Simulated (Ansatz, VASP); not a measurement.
One calculation of HfO2, two programs

```
Hf O
1.0
     5.16143    0.00000   -0.01595
     0.00000    5.21151    0.00000
    -0.88220    0.00000    5.27880
Hf O
4 8
Direct
  0.27575 0.04289 0.20835
  0.72425 0.54289 0.29165
  0.72425 0.95711 0.79165
  0.27575 0.45711 0.70835
  0.44920 0.75719 0.47667
  0.55080 0.25719 0.02333
  0.55080 0.24281 0.52333
  0.44920 0.74281 0.97667
  0.06710 0.32855 0.34852
  0.93290 0.82855 0.15148
  0.93290 0.67145 0.65148
  0.06710 0.17145 0.84852
```

Alike in both runs: functional PBE; k mesh 4 × 4 × 4; no spin polarisation.

Ansatz relaxed the structure, and its values are those at the end. VASP's run is a single point on that final structure, the one shown.

|  | VASP | Ansatz |
| --- | --- | --- |
| version | VASP 6.6.1 | Ansatz 0.2.0 |
| potentials or method | VASP PAW PBE potentials, release 64 (Hf_pv, O), cutoff 520 eV | scalar-relativistic, plane waves, PAW |
| occupations | gaussian, width 0.01 eV | fixed |
| valence electrons in the cell | 88 | 152 |

Ansatz gave:

* gap on the k mesh at the Fermi level (eV): 4.04
* least direct gap on the mesh (eV): 4.12
* pressure (GPa): 0.0
* rms of the force components (eV/Å): 0.000

Task: What did VASP give for the same quantities?

Result: gap on the k mesh at the Fermi level (eV): 4.00; least direct gap on the mesh (eV): 4.08; pressure (GPa): -3.0; rms of the force components (eV/Å): 0.034.

VASP's potentials hold 88 valence electrons a cell and Ansatz's 152, so a difference there can come from the potentials and not from the codes.

Neither program's run includes spin-orbit coupling.
